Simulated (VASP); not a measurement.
# Zn (Fm-3m) in VASP: notebook, part 2 of 2

VASP 6.6.1. Earlier steps stand in the parts before.

### 3 Relaxation of cell and atoms, PBEsol, target pressure 350 GPa, at which the enthalpy is minimised

INCAR reads:

```
PREC     = Accurate       # precision mode
ENCUT    = 600            # plane-wave cutoff, eV
EDIFF    = 1E-6           # SCF threshold, eV
ISMEAR   = -1             # smearing method
SIGMA    = 0.08           # smearing width, eV
LREAL    = F              # projectors in reciprocal space
LASPH    = T              # aspherical terms in the spheres
NELM     = 80             # most SCF steps
ALGO     = Normal         # electronic algorithm
ISIF     = 3              # what is computed and relaxed
LWAVE    = F              # write WAVECAR
LCHARG   = F              # write CHGCAR
GGA      = PS             # functional
IBRION   = 2              # ionic algorithm
NSW      = 32             # ionic steps
EDIFFG   = -0.005         # ionic threshold
PSTRESS  = 3500.0
```

KPOINTS reads:

```
Automatic mesh
0
Gamma
  22 22 22
```

POSCAR reads:

```
Zn
1.0
    0.0000000000      1.5221358592      1.5221358592
    1.5221358592      0.0000000000      1.5221358592
    1.5221358592      1.5221358592      0.0000000000
Zn
1
Direct
    0.0000000000      0.0000000000      0.0000000000
```

Potentials or basis: VASP PAW PBE potentials, release 64 (Zn).

Command:

```console
> cat potpaw_PBE.64/Zn/POTCAR > POTCAR
> mpirun -np 1 vasp_std > vasp.out
```

OUTCAR:

```text
PREC = Accurate
   ENCUT = 600
   EDIFF = 1E-6
   ISMEAR = -1
   LREAL = F
   LASPH = T
   NELM = 80
   ISIF = 3
   GGA = PS
   IBRION = 2
   NSW = 32
   EDIFFG = -0.005
   PSTRESS = 3500.0

 ion  position               nearest neighbor table
   1  0.000  0.000  0.000-

  LATTYP: Found a face centered cubic cell.
 ALAT       =     3.0442717184

  Lattice vectors:

 A1 = (   0.0000000000,   1.5221358592,   1.5221358592)
 A2 = (   1.5221358592,   0.0000000000,   1.5221358592)
 A3 = (   1.5221358592,   1.5221358592,   0.0000000000)

Analysis of symmetry for initial positions (statically):
=====================================================================
 Subroutine PRICEL returns:
 Original cell was already a primitive cell.

 Routine SETGRP: Setting up the symmetry group for a
 face centered cubic supercell.

 Subroutine GETGRP returns: Found 48 space group operations
 (whereof 48 operations were pure point group operations)
 out of a pool of 48 trial point group operations.

The static configuration has the point symmetry O_h .

Analysis of symmetry for dynamics (positions and initial velocities):
=====================================================================
 Subroutine PRICEL returns:
 Original cell was already a primitive cell.

 Routine SETGRP: Setting up the symmetry group for a
 face centered cubic supercell.

 Subroutine GETGRP returns: Found 48 space group operations
 (whereof 48 operations were pure point group operations)
 out of a pool of 48 trial point group operations.

The dynamic configuration has the point symmetry O_h .

 Subroutine INISYM returns: Found 48 space group operations
 (whereof 48 operations are pure point group operations),
 and found     1 'primitive' translations

----------------------------------------------------------------------------------------

                                     Primitive cell

  volume of cell :       7.0533

  direct lattice vectors                    reciprocal lattice vectors
     0.000000000  1.522135859  1.522135859    -0.328485790  0.328485790  0.328485790
     1.522135859  0.000000000  1.522135859     0.328485790 -0.328485790  0.328485790
     1.522135859  1.522135859  0.000000000     0.328485790  0.328485790 -0.328485790

  length of vectors
     2.152625176  2.152625176  2.152625176     0.568954078  0.568954078  0.568954078

  position of ions in fractional coordinates (direct lattice)
     0.000000000  0.000000000  0.000000000

  ion indices of the primitive-cell ions
   primitive index   ion index
                 1           1

----------------------------------------------------------------------------------------

 KPOINTS: Automatic mesh

Automatic generation of k-mesh.
 Grid dimensions read from file:
 generate k-points for:   22   22   22

 Generating k-lattice:

  Cartesian coordinates                     Fractional coordinates (reciprocal lattice)
    -0.014931172  0.014931172  0.014931172     0.045454545  0.000000000  0.000000000
[... 42 lines left out ...]
   number of dos      NEDOS =    301   number of ions     NIONS =      1
   total plane-waves  NPLWV =   5832
   dimension x,y,z NGX =    18 NGY =   18 NGZ =   18
   dimension x,y,z NGXF=    36 NGYF=   36 NGZF=   36
   ions per type =               1
   NGX,Y,Z   is equivalent  to a cutoff of  13.90, 13.90, 13.90 a.u.
   NGXF,Y,Z  is equivalent  to a cutoff of  27.80, 27.80, 27.80 a.u.
 SYSTEM =  unknown system
   PREC   = accura    normal or accurate (medium, high low for compatibility)
   ISTART =      0    job   : 0-new  1-cont  2-samecut
   ICHARG =      2    charge: 1-file 2-atom 10-const
   ISPIN  =      1    spin polarized calculation?
   LNONCOLLINEAR =      F non collinear calculations
   LSORBIT =      F    spin-orbit coupling
   LASPH  =      T    aspherical Exc in radial PAW
   ENCUT  =  600.0 eV  44.10 Ry    6.64 a.u.   4.30  4.30  4.30*2*pi/ulx,y,z
   NELM   =     80;   NELMIN=  2; NELMDL= -5     # of ELM steps
   EDIFF  = 0.1E-05   stopping-criterion for ELM
   LREAL  =      F    real-space projection
   EDIFFG = -.5E-02   stopping-criterion for IOM
   NSW    =     32    number of steps for IOM
   IBRION =      2    ionic relax: 0-MD 1-quasi-New 2-CG
   NFREE  =      1    steps in history (QN), initial steepest desc. (CG)
   ISIF   =      3    stress and relaxation
   ISYM   =      2    0-nonsym 1-usesym 2-fastsym
   POTIM  = 0.5000    time-step for ionic-motion
   TEBEG  =    0.0;   TEEND  =   0.0 temperature during run
   PSTRESS= 3500.0 pullay stress
   NELECT =      12.0000    total number of electrons
   NUPDOWN=      -1.0000    fix difference up-down
   EMIN   =  10.00;   EMAX   =-10.00  energy-range for DOS
   EFERMI =   0.00;   METHOD = LEGACY
   ISMEAR =    -1;   SIGMA  =   0.08  broadening in eV -4-tet -1-fermi 0-gaus
   EFERMI_NEDOS =   21; number of points for ismear=-14 and -15
   IALGO  =     38    algorithm
   IMIX   =      4    mixing-type and parameters
     AMIX     =   0.40;   BMIX     =  1.00
     AMIX_MAG =   1.60;   BMIX_MAG =  1.00
  volume/ion in A,a.u.               =       7.05        47.60
  Fermi-wavevector in a.u.,A,eV,Ry     =   1.954363  3.693210 51.967909  3.819534
  Thomas-Fermi vector in A             =   2.980962
   LORBIT       =      0    0 simple, 1 ext, 2 COOP (PROOUT), +10 PAW based schemes
   GGA     = PS    functional components
   LHFCALC =     F    Hartree Fock is set to
   AEXX    =    0.0000 exact exchange contribution
   IVDW    =     0    specifies the selected vdW correction
   LEPSILON=     F    determine dielectric tensor
   LRPA    =     F    only Hartree local field effects (RPA)
 conjugate gradient relaxation of ions
 non-spin polarized calculation
  energy-cutoff  :      600.00
  volume of cell :        7.05
 maximum number of plane-waves:       259
 NGX is ok and might be reduce to    18
   NGX =  9   NGY =  9   NGZ =  9

--------------------------------------- Ionic step        1  -------------------------------------------

 number of electron      12.0000000 magnetization

 Free energy of the ion-electron system (eV)
  ---------------------------------------------------
  ext. energy  EPLUGINS =         0.00000000
  ---------------------------------------------------
  free energy    TOTEN  =         2.44007220 eV

  energy without entropy =        2.44419343  energy(sigma->0) =        2.44213281

------------------------ aborting loop because EDIFF is reached ----------------------------------------

  FORCE on cell =-STRESS in cart. coord.  units (eV):
  Direction    XX          YY          ZZ          XY          YZ          ZX
  --------------------------------------------------------------------------------------
  -------------------------------------------------------------------------------------
  Total       15.7785636     15.7785636     15.7785636     -0.0000000      0.0000000     -0.0000000
  in kB     3584.1633789   3584.1633789   3584.1633789     -0.0000000      0.0000000     -0.0000000
  external PRESSURE =      84.1633789 kB  Pullay stress =    3500.0000000 kB
[... 61 lines left out ...]
--------------------------------------- Ionic step        3  -------------------------------------------

 number of electron      12.0000003 magnetization

 Free energy of the ion-electron system (eV)
  ---------------------------------------------------
  ext. energy  EPLUGINS =         0.00000000
  ---------------------------------------------------
  free energy    TOTEN  =         2.34300474 eV

  energy without entropy =        2.34717383  energy(sigma->0) =        2.34508929

 E-fermi :  12.3566     XC(G=0): -16.4256

 val. band max:       12.3554095942   @ k =  -0.3636   0.3636   0.0000
 cond. band min:      12.3644516564   @ k =  -0.3182   0.4545   0.1818
 fundamental gap:      0.0090420622
 Fermi energy:        12.3566495819

 k-point     1 :       0.0000    0.0000    0.0000
  band No.  band energies     occupation
      1      -7.5849      2.00000
      2      -0.3080      2.00000
      3      -0.3080      2.00000
      4      -0.3080      2.00000
      5       1.1666      2.00000
      6       1.1666      2.00000
      7      35.9517      0.00000
      8      41.5360      0.00000
      9      41.5360      0.00000
     10      41.5360      0.00000
[... 287 lines left out ...]
 k-point    24 :      -0.4545    0.0455    0.0000
  band No.  band energies     occupation
      1      -3.1985      2.00000
      2      -0.4029      2.00000
      3      -0.3248      2.00000
      4       1.7967      2.00000
      5       2.1355      2.00000
      6       4.0179      2.00000
      7      12.3882      0.80545
      8      33.1412      0.00000
      9      36.6294      0.00000
     10      37.4830      0.00000

 [... further k-points ...]

------------------------ aborting loop because EDIFF is reached ----------------------------------------

  FORCE on cell =-STRESS in cart. coord.  units (eV):
  Direction    XX          YY          ZZ          XY          YZ          ZX
  --------------------------------------------------------------------------------------
  -------------------------------------------------------------------------------------
  Total       15.5001280     15.5001280     15.5001280     -0.0000000     -0.0000000      0.0000000
  in kB     3499.1287186   3499.1287186   3499.1287186     -0.0000000     -0.0000000      0.0000000
  external PRESSURE =      -0.8712814 kB  Pullay stress =    3500.0000000 kB
[... 20 lines left out ...]
  energy  without entropy=        2.3471738263  energy(sigma->0) =        2.34508929

  enthalpy is  TOTEN    =        17.8469922210 eV   P V=       15.5039874765

 reached required accuracy - stopping structural energy minimisation
```

Wall time 72 s (1 thread of AMD EPYC 7R13, shared host); peak memory 0.12 GiB.

What came out:

| Property | Result |
| --- | --- |
| Free energy | 2.3430 eV |
| Relaxed volume | 7.10 Å³/atom |
| Relaxed cell | a = 2.157 Å, b = 2.157 Å, c = 2.157 Å, α = 60.00°, β = 60.00°, γ = 60.00° |
| Space group after relaxing (to 0.1 Å) | Fm-3m (No. 225) |
| Energy change on relaxing (the run minimises the enthalpy) | -97.1 meV/atom |
| Ionic steps | 3 |
| Pressure after relaxing | 349.9 GPa |
| Band gap on the k mesh | zero (bands 6 and 7 overlap by 1.76 eV) |

The path:
```csv
step,energy change (eV),largest force (eV/Å),pressure (GPa),volume (Å³)
1,0.0000,0.0000,358.42,7.05
2,-0.7759,0.0000,290.01,7.44
3,-0.0971,0.0000,349.91,7.10
```

Final structure:
```cif
data_structure
_symmetry_space_group_name_H-M 'P 1'
_symmetry_Int_Tables_number 1
_cell_length_a 2.1571
_cell_length_b 2.1571
_cell_length_c 2.1571
_cell_angle_alpha 60.000
_cell_angle_beta 60.000
_cell_angle_gamma 60.000
_cell_volume 7.10
loop_
_atom_site_label
_atom_site_type_symbol
_atom_site_fract_x
_atom_site_fract_y
_atom_site_fract_z
_atom_site_occupancy
Zn1 Zn 0.00000 0.00000 0.00000 1
```

Levels at points of the mesh, in eV from the Fermi level:
```csv
k point,band 2,band 3,band 4,band 5,band 6,band 7,band 8,band 9,band 10
"(0.00, 0.00, 0.00)",-12.66,-12.66,-12.66,-11.19,-11.19,23.60,29.18,29.18,29.18
"(0.50, 0.00, 0.00)",-12.73,-12.73,-10.17,-10.17,-8.60,-0.31,21.41,25.63,25.63
"(0.50, 0.50, 0.00)",-15.11,-10.20,-9.91,-9.91,-4.83,4.28,11.98,11.98,17.71
```

Caveat: the cell is relaxed towards a set pressure, so the run minimises the enthalpy, not the energy; the PAW data sets were made with another functional, which shifts forces and pressure a little.
